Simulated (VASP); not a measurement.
# Ir in VASP: notebook

Ir is run at these levels: LDA; tasks: single point.

Everything below comes from runs of VASP 6.6.1. Logs are shortened: lines on timing, memory, paths and dates and some standing lists are left out, and cuts for length are marked.

## Step 1: The cell of the first run

The cell holds a slab with vacuum, 5 atoms: a = 2.695 Å, b = 2.695 Å, c = 24.803 Å, α = 90.00°, β = 90.00°, γ = 120.00°.

## Step 2: Single point, LDA

Contents of INCAR:

```
SYSTEM = Ir
PREC = Accurate
ENCUT = 420
EDIFF = 1E-6
ISMEAR = -1
SIGMA = 0.08
LREAL = .False.
LASPH = .True.
NELM = 120
ALGO = Normal
ISIF = 2
LWAVE = .False.
LCHARG = .False.
LDIPOL = .True.
IDIPOL = 3
DIPOL = 0.5 0.5 0.500
GGA = CA
NBANDS = 50
GGA_COMPAT = .False.
NELMDL = -8
```

Contents of KPOINTS:

```
Automatic mesh
0
Gamma
  15 15 1
  0 0 0
```

Contents of POSCAR:

```
Ir
1.0
    2.6954010160      0.0000000000      0.0000000000
   -1.3477005080      2.3342857532      0.0000000000
    0.0000000000      0.0000000000     24.8031000000
Ir
5
Direct
    0.8333333333      0.1666666667      0.3246532189
    0.1666666667      0.8333333333      0.4114604757
    0.5000000000      0.5000000000      0.4999999993
    0.8333333333      0.1666666667      0.5885395247
    0.1666666667      0.8333333333      0.6753467814
```

Potentials or basis: VASP PAW LDA potentials, release 64 (Ir_sv_GW).

On the command line:

```sh
> cat potpaw_LDA.64/Ir_sv_GW/POTCAR > POTCAR
> mpirun -np 1 vasp_std > vasp.out
```

OUTCAR:

```text
SYSTEM = Ir
   PREC = Accurate
   ENCUT = 420
   EDIFF = 1E-6
   ISMEAR = -1
   LREAL = .False.
   LASPH = .True.
   NELM = 120
   ISIF = 2
   GGA = CA
   NELMDL = -8

 ion  position               nearest neighbor table
   1  0.833  0.167  0.325-   2 2.66   2 2.66   2 2.66
   2  0.167  0.833  0.411-   1 2.66   1 2.66   1 2.66   3 2.69   3 2.69   3 2.69
   3  0.500  0.500  0.500-   2 2.69   2 2.69   2 2.69   4 2.69   4 2.69   4 2.69
   4  0.833  0.167  0.589-   5 2.66   5 2.66   5 2.66   3 2.69   3 2.69   3 2.69
   5  0.167  0.833  0.675-   4 2.66   4 2.66   4 2.66

  LATTYP: Found a hexagonal cell.
 ALAT       =     2.6954010160
 C/A-ratio  =     9.2020073647

  Lattice vectors:

 A1 = (   2.6954010160,   0.0000000000,   0.0000000000)
 A2 = (  -1.3477005080,   2.3342857532,   0.0000000000)
 A3 = (   0.0000000000,   0.0000000000,  24.8031000000)

Analysis of symmetry for initial positions (statically):
=====================================================================
 Subroutine PRICEL returns:
 Original cell was already a primitive cell.

 Routine SETGRP: Setting up the symmetry group for a
 hexagonal supercell.

 Subroutine GETGRP returns: Found 12 space group operations
 (whereof  4 operations were pure point group operations)
 out of a pool of 24 trial point group operations.

The static configuration has the point symmetry C_2h.
 The point group associated with its full space group is D_3d.

Analysis of symmetry for dynamics (positions and initial velocities):
=====================================================================
 Subroutine PRICEL returns:
 Original cell was already a primitive cell.

 Routine SETGRP: Setting up the symmetry group for a
 hexagonal supercell.

 Subroutine GETGRP returns: Found 12 space group operations
 (whereof  4 operations were pure point group operations)
 out of a pool of 24 trial point group operations.

The dynamic configuration has the point symmetry C_2h.
 The point group associated with its full space group is D_3d.

 Subroutine INISYM returns: Found 12 space group operations
 (whereof  4 operations are pure point group operations),
 and found     1 'primitive' translations

----------------------------------------------------------------------------------------

                                     Primitive cell

  volume of cell :     156.0570

  direct lattice vectors                    reciprocal lattice vectors
     2.695401016  0.000000000  0.000000000     0.371002309  0.214198283  0.000000000
    -1.347700508  2.334285753  0.000000000     0.000000000  0.428396566  0.000000000
     0.000000000  0.000000000 24.803100000     0.000000000  0.000000000  0.040317541

  length of vectors
     2.695401016  2.695401016 24.803100000     0.428396566  0.428396566  0.040317541

  position of ions in fractional coordinates (direct lattice)
     0.833333333  0.166666667  0.324653219
     0.166666667  0.833333333  0.411460476
     0.500000000  0.500000000  0.499999999
     0.833333333  0.166666667  0.588539525
     0.166666667  0.833333333  0.675346781

  ion indices of the primitive-cell ions
   primitive index   ion index
                 1           1
                 2           2
                 3           3
                 4           4
                 5           5

----------------------------------------------------------------------------------------

 KPOINTS: Automatic mesh

Automatic generation of k-mesh.
 Grid dimensions read from file:
 generate k-points for:   15   15    1

 Generating k-lattice:

  Cartesian coordinates                     Fractional coordinates (reciprocal lattice)
     0.024733487  0.014279886  0.000000000     0.066666667 -0.000000000  0.000000000
     0.000000000  0.028559771  0.000000000     0.000000000  0.066666667  0.000000000
     0.000000000  0.000000000  0.040317541     0.000000000  0.000000000  1.000000000

  Length of vectors
     0.028559771  0.028559771  0.040317541

  Shift w.r.t. Gamma in fractional coordinates (k-lattice)
     0.000000000  0.000000000  0.000000000

 Subroutine IBZKPT returns following result:
 ===========================================

 Found     27 irreducible k-points:

 Following reciprocal coordinates:
            Coordinates               Weight
  0.000000  0.000000  0.000000      1.000000
  0.066667 -0.000000  0.000000      6.000000
  0.133333  0.000000  0.000000      6.000000
  0.200000  0.000000  0.000000      6.000000
  0.266667  0.000000  0.000000      6.000000
  0.333333 -0.000000  0.000000      6.000000
[... 16 lines left out ...]
  0.333333  0.200000  0.000000     12.000000
  0.400000  0.200000  0.000000      6.000000
 [... further k-points ...]
   k-points           NKPTS =     27   k-points in BZ     NKDIM =     27   number of bands    NBANDS=     50
   number of dos      NEDOS =    301   number of ions     NIONS =      5
   total plane-waves  NPLWV =  54432
   dimension x,y,z NGX =    18 NGY =   18 NGZ =  168
   dimension x,y,z NGXF=    36 NGYF=   36 NGZF=  336
   ions per type =               5
   NGX,Y,Z   is equivalent  to a cutoff of  11.10, 11.10, 11.26 a.u.
   NGXF,Y,Z  is equivalent  to a cutoff of  22.20, 22.20, 22.52 a.u.
 SYSTEM =  Ir
   PREC   = accura    normal or accurate (medium, high low for compatibility)
   ISTART =      0    job   : 0-new  1-cont  2-samecut
   ICHARG =      2    charge: 1-file 2-atom 10-const
   ISPIN  =      1    spin polarized calculation?
   LNONCOLLINEAR =      F non collinear calculations
   LSORBIT =      F    spin-orbit coupling
   LASPH  =      T    aspherical Exc in radial PAW
   ENCUT  =  420.0 eV  30.87 Ry    5.56 a.u.   4.50  4.50 41.45*2*pi/ulx,y,z
   NELM   =    120;   NELMIN=  2; NELMDL= -8     # of ELM steps
   EDIFF  = 0.1E-05   stopping-criterion for ELM
   LREAL  =      F    real-space projection
[... 7 lines left out ...]
   TEBEG  =    0.0;   TEEND  =   0.0 temperature during run
   PSTRESS=    0.0 pullay stress
   NELECT =      85.0000    total number of electrons
   NUPDOWN=      -1.0000    fix difference up-down
   EMIN   =  10.00;   EMAX   =-10.00  energy-range for DOS
   EFERMI =   0.00;   METHOD = LEGACY
   ISMEAR =    -1;   SIGMA  =   0.08  broadening in eV -4-tet -1-fermi 0-gaus
   EFERMI_NEDOS =   21; number of points for ismear=-14 and -15
   IALGO  =     38    algorithm
   IMIX   =      4    mixing-type and parameters
     AMIX     =   0.40;   BMIX     =  1.00
     AMIX_MAG =   1.60;   BMIX_MAG =  1.00
  volume/ion in A,a.u.               =      31.21       210.62
  Fermi-wavevector in a.u.,A,eV,Ry     =   1.336965  2.526497 24.320077  1.787475
  Thomas-Fermi vector in A             =   2.465551
   LORBIT       =      0    0 simple, 1 ext, 2 COOP (PROOUT), +10 PAW based schemes
   GGA     = CA    functional components
   LHFCALC =     F    Hartree Fock is set to
   AEXX    =    0.0000 exact exchange contribution
   IVDW    =     0    specifies the selected vdW correction
   LEPSILON=     F    determine dielectric tensor
   LRPA    =     F    only Hartree local field effects (RPA)
 non-spin polarized calculation
  energy-cutoff  :      420.00
  volume of cell :      156.06
 maximum number of plane-waves:      3101
 NGX is ok and might be reduce to    18
   NGX =  9   NGY =  9   NGZ = 83

 number of electron      84.9999998 magnetization

 dipolmoment           0.000000      0.000000      0.000000 electrons x Angstroem

 Free energy of the ion-electron system (eV)
  ---------------------------------------------------
  ext. energy  EPLUGINS =         0.00000000
  ---------------------------------------------------
  free energy    TOTEN  =       -52.33007720 eV

  energy without entropy =      -52.22829366  energy(sigma->0) =      -52.27918543

 E-fermi :   2.5128     XC(G=0):  -7.4599

 val. band max:        2.5008114763   @ k =   0.2667   0.0000   0.0000
 cond. band min:       2.5175724145   @ k =   0.2667   0.2667   0.0000
 fundamental gap:      0.0167609383
 Fermi energy:         2.5128083514

 k-point     1 :       0.0000    0.0000    0.0000
  band No.  band energies     occupation
      1     -90.0466      2.00000
      2     -90.0391      2.00000
      3     -89.9423      2.00000
      4     -89.4733      2.00000
      5     -89.4733      2.00000
      6     -47.5315      2.00000
[... 42 lines left out ...]
     49       2.8794      0.02026
     50       3.4112      0.00003

 k-point     2 :       0.0667   -0.0000    0.0000
  band No.  band energies     occupation
      1     -90.0442      2.00000
      2     -90.0370      2.00000
      3     -89.9404      2.00000
      4     -89.4712      2.00000
      5     -89.4712      2.00000
      6     -47.5217      2.00000
[... 42 lines left out ...]
     49       3.4272      0.00002
     50       3.5644      0.00000

 k-point     3 :       0.1333    0.0000    0.0000
  band No.  band energies     occupation
      1     -90.0373      2.00000
      2     -90.0308      2.00000
      3     -89.9351      2.00000
      4     -89.4653      2.00000
      5     -89.4653      2.00000
      6     -47.4939      2.00000
[... 42 lines left out ...]
     49       3.4691      0.00001
     50       4.5779      0.00000

 k-point     4 :       0.2000    0.0000    0.0000
  band No.  band energies     occupation
      1     -90.0270      2.00000
      2     -90.0217      2.00000
      3     -89.9273      2.00000
      4     -89.4565      2.00000
      5     -89.4565      2.00000
      6     -47.4539      2.00000
[... 999 lines left out ...]
 k-point    23 :       0.3333    0.2000    0.0000
  band No.  band energies     occupation
      1     -89.9869      2.00000
      2     -89.9863      2.00000
      3     -89.8974      2.00000
      4     -89.4225      2.00000
      5     -89.4225      2.00000
      6     -47.4968      2.00000
[... 42 lines left out ...]
     49       8.3513      0.00000
     50       9.1614      0.00000

 k-point    24 :       0.4000    0.2000    0.0000
  band No.  band energies     occupation
      1     -89.9849      2.00000
      2     -89.9845      2.00000
      3     -89.8959      2.00000
      4     -89.4208      2.00000
      5     -89.4207      2.00000
      6     -47.5103      2.00000
[... 42 lines left out ...]
     49       8.2875      0.00000
     50       8.8345      0.00000

 [... further k-points ...]

------------------------ aborting loop because EDIFF is reached ----------------------------------------

 vacuum level on the upper side and lower side of the slab       (xc-potential included)        -0.311        -0.311

  FORCE on cell =-STRESS in cart. coord.  units (eV):
  Direction    XX          YY          ZZ          XY          YZ          ZX
  --------------------------------------------------------------------------------------
  -------------------------------------------------------------------------------------
  Total       -4.6373932     -4.6373932     -0.4226887     -0.0000000      0.0000000      0.0000000
  in kB      -47.6103239    -47.6103239     -4.3395812     -0.0000000      0.0000000      0.0000000
  external PRESSURE =     -33.1867430 kB  Pullay stress =       0.0000000 kB

 VOLUME and BASIS-vectors are now :
 -----------------------------------------------------------------------------
  energy-cutoff  :      420.00
  volume of cell :      156.06
      direct lattice vectors                 reciprocal lattice vectors
     2.695401016  0.000000000  0.000000000     0.371002309  0.214198283  0.000000000
    -1.347700508  2.334285753  0.000000000     0.000000000  0.428396566  0.000000000
     0.000000000  0.000000000 24.803100000     0.000000000  0.000000000  0.040317541

 POSITION                                       TOTAL-FORCE (eV/Angst)
 -----------------------------------------------------------------------------------
      2.02155      0.38905      8.05241         0.000000     -0.000000     -0.071569
     -0.67385      1.94524     10.20550        -0.000000      0.000000      0.002190
      0.67385      1.16714     12.40155        -0.000000     -0.000000      0.000000
      2.02155      0.38905     14.59760         0.000000     -0.000000     -0.002190
     -0.67385      1.94524     16.75069        -0.000000      0.000000      0.071569
 -----------------------------------------------------------------------------------
    total drift:                                0.000003     -0.000002      0.000104

  FREE ENERGIE OF THE ION-ELECTRON SYSTEM (eV)
  ---------------------------------------------------
  free  energy   TOTEN  =       -52.3300772044 eV

  energy  without entropy=      -52.2282936603  energy(sigma->0) =      -52.27918543

 vacuum level on the upper side and lower side of the slab         8.100         8.100
```

Wall time 3.9 min (1 thread of Intel Xeon Platinum 8488C (Sapphire Rapids), shared host); peak memory 0.26 GiB.

What came out:

```
Free energy            : -52.3301 eV
Largest force          : 0.072 eV/Å
Band gap on the k mesh : zero (an odd number of electrons rules out a gap without spin polarisation)
```

Forces on the atoms (eV/Å):
```
Ir   0.000  0.000 -0.072
Ir   0.000  0.000  0.002
Ir   0.000  0.000  0.000
Ir   0.000  0.000 -0.002
Ir   0.000  0.000  0.072
```

Caveat: spin-orbit coupling is left out, which moves the levels of the heavy elements.

## Step 3: Single point, LDA

This run uses another cell than the first one.

Contents of INCAR:

```
  PREC = Accurate
  ENCUT = 420
  EDIFF = 1E-6
  ISMEAR = -1
  SIGMA = 0.08
  LREAL = False
  LASPH = True
  NELM = 120
  ALGO = Normal
  ISIF = 2
  LWAVE = False
  LCHARG = False
  LDIPOL = True
  IDIPOL = 3
  DIPOL = 0.5 0.5 0.500
  NBANDS = 50
  GGA_COMPAT = False
  NELMDL = -8
```

Contents of KPOINTS:

```
regular mesh
0
Gamma
  15 15 1
```

Contents of POSCAR:

```
Ir
1.0
    2.6954010160      0.0000000000      0.0000000000
   -1.3477005080      2.3342857532      0.0000000000
    0.0000000000      0.0000000000     21.6983000000
Ir
5
Direct
    0.8333333333      0.1666666667      0.2995629266
    0.1666666667      0.8333333333      0.3987913948
    0.5000000000      0.5000000000      0.4999999991
    0.8333333333      0.1666666667      0.6012086053
    0.1666666667      0.8333333333      0.7004370734
```

Potentials or basis: VASP PAW LDA potentials, release 64 (Ir_sv_GW).

On the command line:

```sh
> cat potpaw_LDA.64/Ir_sv_GW/POTCAR > POTCAR
> mpirun -np 1 vasp_std > vasp.out
```

Wall time 4.3 min (1 thread of Intel Xeon Platinum 8488C (Sapphire Rapids), shared host); peak memory 0.23 GiB.

Results (log left out):

- Free energy: -52.3306 eV
- Largest force: 0.071 eV/Å
- Band gap on the k mesh: zero (an odd number of electrons rules out a gap without spin polarisation)

Forces on the atoms (eV/Å):
```
Ir   0.000  0.000 -0.071
Ir   0.000  0.000  0.002
Ir   0.000  0.000  0.000
Ir   0.000  0.000 -0.002
Ir   0.000  0.000  0.071
```

Levels at points of the mesh, in eV from the Fermi level:
```csv
k point,band 40,band 41,band 42,band 43,band 44,band 45
"(0.00, 0.00, 0.00)",-1.24,-1.24,-1.15,-1.15,-0.56,-0.56
```

Caveat: spin-orbit coupling is left out, which moves the levels of the heavy elements.
